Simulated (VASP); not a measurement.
# HfC (Fm-3m) in VASP: notebook, part 2 of 2

VASP 6.6.1. Earlier steps stand in the parts before.

## Step 3: Single point, r2SCAN (12.87 Å³/atom)

This run uses another cell than the first one, of 12.87 Å³/atom.

The input, POSCAR:

```
HfC
1.0
    0.0000000000      2.3433725186      2.3433725186
    2.3433725186      0.0000000000      2.3433725186
    2.3433725186      2.3433725186      0.0000000000
Hf C
1 1
Direct
    0.5000000000      0.5000000000      0.5000000000
    0.0000000000      0.0000000000      0.0000000000
```

The input, INCAR.step1:

```
SYSTEM = HfC
ALGO     = Normal         ! electronic algorithm
EDIFF    = 1E-4           ! SCF threshold, eV
ENCUT    = 520            ! plane-wave cutoff, eV
GGA      = PE             ! functional
ISMEAR   = 0              ! smearing method
LASPH    = .True.         ! aspherical terms in the spheres
LCHARG   = .False.        ! write CHGCAR
LREAL    = .False.        ! projectors in reciprocal space
LWAVE    = .True.         ! write WAVECAR
NBANDS   = 14             ! bands
NELM     = 80             ! most SCF steps
PREC     = Accurate       ! precision mode
SIGMA    = 0.1            ! smearing width, eV
```

The input, INCAR.step2:

```
SYSTEM = HfC
ALGO     = Normal         ! electronic algorithm
EDIFF    = 1E-7           ! SCF threshold, eV
ENCUT    = 520            ! plane-wave cutoff, eV
ISIF     = 2              ! what is computed and relaxed
ISMEAR   = 0              ! smearing method
ISTART   = 1            
LASPH    = .True.         ! aspherical terms in the spheres
LCHARG   = .False.        ! write CHGCAR
LMIXTAU  = .True.       
LREAL    = .False.        ! projectors in reciprocal space
LWAVE    = .False.        ! write WAVECAR
METAGGA  = R2SCAN         ! meta-GGA
NBANDS   = 14             ! bands
NELM     = 80             ! most SCF steps
PREC     = Accurate       ! precision mode
SIGMA    = 0.1            ! smearing width, eV
```

The input, KPOINTS:

```
k-points
0
Gamma
  16 16 16
  0 0 0
```

Potentials or basis: VASP PAW PBE potentials, release 64 (Hf_pv, C).

On the command line:

```sh
> cat potpaw_PBE.64/Hf_pv/POTCAR potpaw_PBE.64/C/POTCAR > POTCAR
> cp INCAR.step1 INCAR
> mpirun -np 1 vasp_std > vasp.out
> cp INCAR.step2 INCAR
> mpirun -np 1 vasp_std > vasp.out
```

OUTCAR:

```text
SYSTEM = HfC
   EDIFF = 1E-7
   ENCUT = 520
   ISIF = 2
   ISMEAR = 0
   ISTART = 1
   LASPH = .True.
   LREAL = .False.
   METAGGA = R2SCAN
   NELM = 80
   PREC = Accurate

 ion  position               nearest neighbor table
   1  0.500  0.500  0.500-   2 2.34   2 2.34   2 2.34   2 2.34   2 2.34   2 2.34
   2  0.000  0.000  0.000-   1 2.34   1 2.34   1 2.34   1 2.34   1 2.34   1 2.34

  LATTYP: Found a face centered cubic cell.
 ALAT       =     4.6867450372

  Lattice vectors:

 A1 = (   0.0000000000,   2.3433725186,   2.3433725186)
 A2 = (   2.3433725186,   0.0000000000,   2.3433725186)
 A3 = (   2.3433725186,   2.3433725186,   0.0000000000)
[... 587 lines left out ...]
     12      10.6936      0.00000
     13      13.5227      0.00000
     14      18.1186      0.00000

 [... further k-points ...]
[... 5 lines left out ...]
  --------------------------------------------------------------------------------------
  -------------------------------------------------------------------------------------
  Total       -1.2827725     -1.2827725     -1.2827725      0.0000000      0.0000000     -0.0000000
  in kB      -79.8557540    -79.8557540    -79.8557540      0.0000000      0.0000000     -0.0000000
  external PRESSURE =     -79.8557540 kB  Pullay stress =       0.0000000 kB

 VOLUME and BASIS-vectors are now :
 -----------------------------------------------------------------------------
  energy-cutoff  :      520.00
  volume of cell :       25.74
      direct lattice vectors                 reciprocal lattice vectors
     0.000000000  2.343372519  2.343372519    -0.213367698  0.213367698  0.213367698
     2.343372519  0.000000000  2.343372519     0.213367698 -0.213367698  0.213367698
     2.343372519  2.343372519  0.000000000     0.213367698  0.213367698 -0.213367698

 POSITION                                       TOTAL-FORCE (eV/Angst)
 -----------------------------------------------------------------------------------
      2.34337      2.34337      2.34337         0.000000      0.000000      0.000000
      0.00000      0.00000      0.00000         0.000000     -0.000000     -0.000000
 -----------------------------------------------------------------------------------
    total drift:                                0.000000      0.000000      0.000000

  FREE ENERGIE OF THE ION-ELECTRON SYSTEM (eV)
  ---------------------------------------------------
  free  energy   TOTEN  =       -57.3207583383 eV

  energy  without entropy=      -57.3190588930  energy(sigma->0) =      -57.31990862
```

OUTCAR.step1:

```text
SYSTEM = HfC
   EDIFF = 1E-4
   ENCUT = 520
   GGA = PE
   ISMEAR = 0
   LASPH = .True.
   LREAL = .False.
[... 629 lines left out ...]
      2.34337      2.34337      2.34337        -0.000000     -0.000000      0.000000
      0.00000      0.00000      0.00000         0.000000      0.000000     -0.000000
 -----------------------------------------------------------------------------------
    total drift:                                0.000000      0.000000      0.000000

  FREE ENERGIE OF THE ION-ELECTRON SYSTEM (eV)
  ---------------------------------------------------
  free  energy   TOTEN  =       -21.0342497572 eV

  energy  without entropy=      -21.0321891141  energy(sigma->0) =      -21.03321944
```

Run time: 8 min. Hardware: 1 thread of Intel Xeon 8259CL, shared host; peak memory 0.21 GiB.

What came out:

```
Free energy            : -57.3208 eV
Pressure               : -8.0 GPa
Band gap on the k mesh : zero (bands 7 and 8 overlap by 1.45 eV)
```

Caveat: the cell stands under tension; the PAW data sets were made with another functional, which shifts forces and pressure a little; spin-orbit coupling is left out, which moves the levels of the heavy elements.

## Step 4: Single point, r2SCAN (13.24 Å³/atom)

This run uses another cell than the first one, of 13.24 Å³/atom.

The input, POSCAR:

```
HfC
1.0
    0.0000000000      2.3659063290      2.3659063290
    2.3659063290      0.0000000000      2.3659063290
    2.3659063290      2.3659063290      0.0000000000
Hf C
1 1
Direct
    0.5000000000      0.5000000000      0.5000000000
    0.0000000000      0.0000000000      0.0000000000
```

The input, INCAR.step1:

```
SYSTEM = HfC
PREC = Accurate ; ENCUT = 520
ISMEAR = 0 ; SIGMA = 0.1
LREAL = .FALSE. ; LASPH = .TRUE.
NELM = 100 ; NBANDS = 14
GGA = PE ; ALGO = Normal
EDIFF = 1E-4 ; LWAVE = .TRUE.
LCHARG = .FALSE.
```

The input, INCAR.step2:

```
SYSTEM = HfC
PREC = Accurate ; ENCUT = 520
EDIFF = 1E-6 ; ISMEAR = 0
SIGMA = 0.1 ; LREAL = .FALSE.
LASPH = .TRUE. ; NELM = 100
ALGO = Normal ; ISIF = 2
LWAVE = .FALSE. ; LCHARG = .FALSE.
METAGGA = R2SCAN ; LMIXTAU = .TRUE.
NBANDS = 14 ; ISTART = 1
```

The input, KPOINTS:

```
regular mesh
0
G
  16 16 16
  0 0 0
```

On the command line:

```sh
> cat potpaw_PBE.64/Hf_pv/POTCAR potpaw_PBE.64/C/POTCAR > POTCAR
> cp INCAR.step1 INCAR
> mpirun -np 1 vasp_std > vasp.out
> cp INCAR.step2 INCAR
> mpirun -np 1 vasp_std > vasp.out
```

Run time: 6.8 min. Hardware: 1 thread of Intel Xeon 8259CL, shared host; peak memory 0.21 GiB.

It converged, with:

* Free energy: -57.2697 eV
* Pressure: -13.9 GPa
* Band gap on the k mesh: zero (bands 7 and 8 overlap by 1.43 eV)

Levels at points of the mesh, in eV from the Fermi level:
| k point | band 4 | band 5 | band 6 | band 7 | band 8 | band 9 | band 10 | band 11 |
| --- | --- | --- | --- | --- | --- | --- | --- | --- |
| (0.00, 0.00, 0.00) | -12.76 | 0.98 | 0.98 | 0.98 | 1.61 | 1.61 | 1.61 | 3.38 |
| (0.50, 0.00, 0.00) | -9.32 | -6.07 | -2.96 | -2.96 | 5.34 | 5.34 | 5.86 | 6.72 |
| (0.50, 0.50, 0.00) | -10.91 | -2.84 | -1.44 | -0.22 | -0.22 | 5.16 | 6.65 | 6.65 |

Caveat: the cell stands under tension; the PAW data sets were made with another functional, which shifts forces and pressure a little; spin-orbit coupling is left out, which moves the levels of the heavy elements.

## Step 5: Relaxation of cell and atoms, r2SCAN

This run uses another cell than the first one, of 12.57 Å³/atom.

The input, POSCAR:

```
HfC
1.0
    0.0000000000      2.3250000000      2.3250000000
    2.3250000000      0.0000000000      2.3250000000
    2.3250000000      2.3250000000      0.0000000000
Hf C
1 1
Direct
    0.5000000000      0.5000000000      0.5000000000
    0.0000000000      0.0000000000      0.0000000000
```

The input, INCAR.step1:

```
SYSTEM = HfC
ALGO = Normal
EDIFF = 1E-4
ENCUT = 600
GGA = PE
ISMEAR = 0
LASPH = .True.
LCHARG = .False.
LREAL = .False.
LWAVE = .True.
NELM = 100
PREC = Accurate
SIGMA = 0.1
```

The input, INCAR.step2:

```
SYSTEM = HfC
ALGO = Normal
EDIFF = 1E-7
EDIFFG = -0.005
ENCUT = 600
IBRION = 2
ISIF = 3
ISMEAR = 0
ISTART = 1
LASPH = .True.
LCHARG = .False.
LMIXTAU = .True.
LREAL = .False.
LWAVE = .False.
METAGGA = R2SCAN
NELM = 100
NSW = 100
PREC = Accurate
SIGMA = 0.1
```

The input, KPOINTS:

```
k-points
0
Gamma
  16 16 16
  0 0 0
```

On the command line:

```sh
> cat potpaw_PBE.64/Hf_pv/POTCAR potpaw_PBE.64/C/POTCAR > POTCAR
> cp INCAR.step1 INCAR
> mpirun -np 1 vasp_std > vasp.out
> cp INCAR.step2 INCAR
> mpirun -np 1 vasp_std > vasp.out
```

Run time: 15 min. Hardware: 1 thread of Intel Xeon 8259CL, shared host; peak memory 0.22 GiB.

The run converged. Its results:

* Free energy: -57.3440 eV
* Relaxed volume: 12.43 Å³/atom
* Relaxed cell: a = 3.276 Å, b = 3.276 Å, c = 3.276 Å, α = 60.00°, β = 60.00°, γ = 60.00°
* Space group after relaxing (to 0.1 Å): Fm-3m (No. 225)
* Energy gained by relaxing: 1.1 meV/atom
* Ionic steps: 4
* Pressure after relaxing: 0.0 GPa
* Band gap on the k mesh: zero (bands 7 and 8 overlap by 1.46 eV)

The path:
```tsv
step	energy change (eV)	largest force (eV/Å)	pressure (GPa)	volume (Å³)
1	0.0000	0.0000	-2.66	25.14
2	0.0056	0.0000	5.15	24.38
3	-0.0022	0.0000	-0.08	24.87
4	-0.0022	0.0000	0.00	24.87
```

Final structure:
```
Hf C
1.0
     0.00000    2.31666    2.31666
     2.31666    0.00000    2.31666
     2.31666    2.31666    0.00000
Hf C
1 1
Cartesian
  2.3167 2.3167 2.3167
  2.3167 4.6333 2.3167
```

Levels at points of the mesh, in eV from the Fermi level:
```csv
k point,band 4,band 5,band 6,band 7,band 8,band 9,band 10,band 11
"(0.00, 0.00, 0.00)",-13.08,1.02,1.02,1.02,1.65,1.65,1.65,3.59
"(0.50, 0.00, 0.00)",-9.28,-6.36,-3.17,-3.17,5.73,5.73,6.28,7.05
"(0.50, 0.50, 0.00)",-11.20,-2.79,-1.64,-0.15,-0.15,5.54,7.17,7.17
```

Caveat: the PAW data sets were made with another functional, which shifts forces and pressure a little; spin-orbit coupling is left out, which moves the levels of the heavy elements.

## Step 6: Summary

| task | cell | cutoff (eV) | gap on the mesh (eV) | pressure (GPa) |
| --- | --- | --- | --- | --- |
| single point | a = 3.282 Å, angles 60.0°, 2 atoms | 520 | none | -1.1 |
| single point | a = 3.314 Å, angles 60.0°, 2 atoms | 520 | none | -8.0 |
| single point | a = 3.346 Å, angles 60.0°, 2 atoms | 520 | none | -13.9 |
| relaxation of cell and atoms | relaxed from a = 3.288 Å, angles 60.0°, 2 atoms | 600 | none | 0.0 |

Alike in all rows: level r2SCAN; potentials or basis VASP PAW PBE potentials, release 64 (Hf_pv, C); no spin polarisation; k mesh 16 × 16 × 16; smearing gaussian 0.1 eV.

Caveats: the PAW data sets were made with another functional, which shifts forces and pressure a little; spin-orbit coupling is left out, which moves the levels of the heavy elements; the cell stands under tension (at least some runs).

Absolute energies hang on the potentials; compare differences alone.
